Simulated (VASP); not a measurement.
Write the native input for VASP 6.6.1 that does the following.

| Item | Value |
| --- | --- |
| Task | single point |
| Functional | PBE |
| Potentials or basis | VASP PAW PBE potentials, release 64 (Ta_pv, H) |
| Cutoff | 520 eV |
| k mesh | 12 × 12 × 14 |
| Occupations | gaussian, width 0.1 eV |
| Spin | no spin polarisation |
| Dipole correction | no |
| Further INCAR settings | ALGO = Normal; EDIFF = 1e-06; NBANDS = 25 |

The structure of Ta3H lies in POSCAR:

```
Ta3H
1.0
    4.6098144655      0.0000000000      0.0000000000
   -2.3049072327      3.9922164338      0.0000000000
    0.0000000000      0.0000000000      3.3647803092
Ta H
3 1
Direct
    0.3333333333      0.6666666667      0.0000000000
    0.6666666667      0.3333333333      0.0000000000
    0.0000000000      0.0000000000      0.5000000000
    0.0000000000      0.0000000000      0.0000000000
```

The cell was generated, and may not be a known phase.

One way to write it, as run:

INCAR

```
  PREC = Accurate
  ENCUT = 520
  EDIFF = 1E-6
  ISMEAR = 0
  SIGMA = 0.1
  LREAL = F
  LASPH = T
  NELM = 60
  ALGO = Normal
  ISIF = 2
  LWAVE = F
  LCHARG = F
  GGA = PE
  NBANDS = 25
```

KPOINTS

```
regular mesh
0
Gamma
  12 12 14
```

Potentials or basis: VASP PAW PBE potentials, release 64 (Ta_pv, H).

Run with:

```console
$ cat potpaw_PBE.64/Ta_pv/POTCAR potpaw_PBE.64/H/POTCAR > POTCAR
$ mpirun -np 1 vasp_std > vasp.out
```

It gave:

| Quantity | Value |
| --- | --- |
| Pressure | 0.1 GPa |
| Band gap on the k mesh | zero (bands 17 and 18 overlap by 1.47 eV) |

Caveat: spin-orbit coupling is left out, which moves the levels of the heavy elements.

Wall time 94 s on 1 thread of Intel(R) Xeon(R) 6975P-C (Granite Rapids), with other jobs on the host, peak memory 0.31 GiB.
